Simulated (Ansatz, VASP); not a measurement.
## MgO: VASP beside Ansatz

File POSCAR:

```
MgO
1.0
    2.9380209034      0.0000000000      0.0000000000
   -1.4690104517      2.5444007392      0.0000000000
    0.0000000000      0.0000000000      2.6796800000
Mg O
1 1
Direct
    0.0000000000      0.0000000000      0.0000000000
    0.3333333333      0.6666666667      0.5000000000
```

Contents of INCAR.step1:

```
  ALGO = Normal
  EDIFF = 1E-5
  ENCUT = 520
  GGA = PE
  ISIF = 2
  ISMEAR = -1
  LASPH = T
  LCHARG = F
  LREAL = F
  LWAVE = T
  NBANDS = 11
  NELM = 80
  PREC = Accurate
  SIGMA = 0.05
```

File INCAR.step2:

```
  AEXX = 0.25
  ALGO = Normal
  EDIFF = 1E-6
  ENCUT = 520
  GGA = PE
  HFSCREEN = 0.6
  ISIF = 2
  ISMEAR = -1
  ISTART = 1
  LASPH = T
  LCHARG = F
  LHFCALC = T
  LREAL = F
  LWAVE = F
  NBANDS = 11
  NELM = 80
  PREC = Accurate
  PRECFOCK = Normal
  SIGMA = 0.05
```

Contents of KPOINTS:

```
k-points
0
Gamma
  5 5 5
```

Contents of input.yaml:

```yaml
crystal:
  lattice:
    - [2.9380209034, 0.0, 0.0]
    - [-1.4690104517, 2.5444007392, 0.0]
    - [0.0, 0.0, 2.67968]
  atoms:
    - { symbol: Mg, position: [0.0, 0.0, 0.0] }
    - { symbol: O, position: [0.3333333333, 0.6666666667, 0.5] }
hamiltonian:
  xc: { exchange: pbe, correlation: pbe, exx: { coeff: 0.25, omega: 0.6 } }
  pseudopotentials: { kind: paw }
kpoints:
  mp_grid: { grid: [5, 5, 5] }
scf:
  occupations: { method: fermi_dirac, width: 0.05 }
output:
  forces: true
  stress: true
  eigenvalues: true
```

Alike in both runs: task single point; functional PBE-based screened hybrid with a share of 0.25 of exact exchange and HFSCREEN = 0.6; k mesh 5 × 5 × 5; occupations fermi-dirac, width 0.05 eV; no spin polarisation.

|  | VASP | Ansatz |
| --- | --- | --- |
| version | VASP 6.6.1 | Ansatz 0.2.0 |
| potentials or method | VASP PAW PBE potentials, release 64 (Mg, O) | Ansatz PAW |
| plane-wave cutoff (eV) | 520 | 420 |
| valence electrons in the cell | 8 | 16 |

Ansatz gave:

```
gap on the k mesh at the Fermi level (eV)                     : 3.82
least direct gap on the mesh (eV)                             : 4.22
pressure (GPa)                                                : -4.6
traceless stress, the component that is largest in VASP (GPa) : -0.77
```

Task: Estimate VASP's values.

Result: gap on the k mesh at the Fermi level (eV): 3.78; least direct gap on the mesh (eV): 4.18; pressure (GPa): -4.9; traceless stress, the component that is largest in VASP (GPa): -0.81.

VASP's potentials were made for PBE, not for PBE-based screened hybrid. VASP's potentials hold 8 valence electrons a cell and Ansatz's 16, so a difference there can come from the potentials and not from the codes.

The k mesh is coarse, so the values compare programs but aren't converged. Noted on Ansatz's run: odd divisions of the mesh miss points on the zone boundary, where band edges often lie, so the gap on the mesh can be too wide.
